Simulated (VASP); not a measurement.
Set up this calculation in VASP 6.6.1, as the native input.

```yaml
Task: single point
Functional: PBE
Potentials_or_basis: VASP PAW PBE potentials, release 64 (Sn_d, O)
Cutoff: 520 eV
k_mesh: 9 × 9 × 4
Occupations: gaussian, width 0.02 eV
Spin: no spin polarisation
Dipole_correction: no
Further_INCAR_settings: ALGO = Normal; EDIFF = 1e-06; NBANDS = 28
```

The structure of SnO lies in POSCAR:

```
SnO
1.0
    3.3603838983      0.0000000000      0.0000000000
   -1.6801919491      2.9101778224      0.0000000000
    0.0000000000      0.0000000000      9.2160481631
Sn O
2 2
Direct
    0.3333333333      0.6666666667      0.3801329628
    0.6666666667      0.3333333333      0.8801329628
    0.3333333333      0.6666666667      0.9930019672
    0.6666666667      0.3333333333      0.4930019672
```

The input as run:

INCAR

```
PREC = Accurate
ENCUT = 520
EDIFF = 1E-6
ISMEAR = 0
SIGMA = 0.02
LREAL = F
LASPH = T
NELM = 100
ALGO = Normal
ISIF = 2
LWAVE = F
LCHARG = F
GGA = PE
NBANDS = 28
```

KPOINTS

```
regular mesh
0
Gamma
  9 9 4
```

Potentials or basis: VASP PAW PBE potentials, release 64 (Sn_d, O).

Command:

```bash
$ cat potpaw_PBE.64/Sn_d/POTCAR potpaw_PBE.64/O/POTCAR > POTCAR
$ mpirun -np 1 vasp_std > vasp.out
```

It gave:

```yaml
Pressure: 0.2 GPa
Largest_force: 0.058 eV/Å
Band_gap_on_the_k_mesh: 1.46 eV, indirect (least direct gap 1.85 eV)
```

Caveat: spin-orbit coupling is left out, which moves the levels of the heavy elements.

Run time: 57 s on 1 thread of Intel(R) Xeon(R) Platinum 8488C (Sapphire Rapids), on a shared host, peak memory 0.26 GiB.
